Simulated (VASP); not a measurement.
Write the native input for VASP 6.6.1 that does the following.

| Quantity | Value |
| --- | --- |
| Task | single point |
| Functional | BLYP |
| Potentials or basis | VASP PAW PBE potentials, release 64 (Ti_sv) |
| Cutoff | 520 eV |
| k mesh | 15 × 15 × 15 |
| Occupations | fermi-dirac, width 0.1 eV |
| Spin | no spin polarisation |
| Dipole correction | no |
| Further INCAR settings | ALGO = Normal; EDIFF = 1e-06; NBANDS = 12 |

The structure of Ti lies in POSCAR:

```
Ti
1.0
   -1.6845120452      1.6845120452      1.6845120452
    1.6845120452     -1.6845120452      1.6845120452
    1.6845120452      1.6845120452     -1.6845120452
Ti
1
Direct
    0.0000000000      0.0000000000      0.0000000000
```

This cell differs from its parent crystal: volume scaled by 1.08.

These files were run (other wordings do the same):

INCAR

```
AGGAC = 1.0
AGGAX = 1.0
ALDAC = 0.0
ALDAX = 1.0
ALGO = Normal
EDIFF = 1E-6
ENCUT = 520
GGA = B5
ISIF = 2
ISMEAR = -1
LASPH = True
LCHARG = False
LREAL = False
LWAVE = False
NBANDS = 12
NELM = 80
PREC = Accurate
SIGMA = 0.1
```

KPOINTS

```
k-points
0
Gamma
  15 15 15
```

Potentials or basis: VASP PAW PBE potentials, release 64 (Ti_sv).

Command:

```console
$ cat potpaw_PBE.64/Ti_sv/POTCAR > POTCAR
$ mpirun -np 1 vasp_std > vasp.out
```

Results of the run:

```
Pressure               : -6.6 GPa
Band gap on the k mesh : zero (band 6 reaches 8.42 eV, above the bottom of band 7 at 7.01 eV)
```

Caveat: the PAW data sets were made with another functional, which shifts forces and pressure a little.

Run time: 37 s on 1 thread of AMD EPYC 7R43 64-Core Processor (Zen 3) (shared host), peak memory 0.12 GiB.
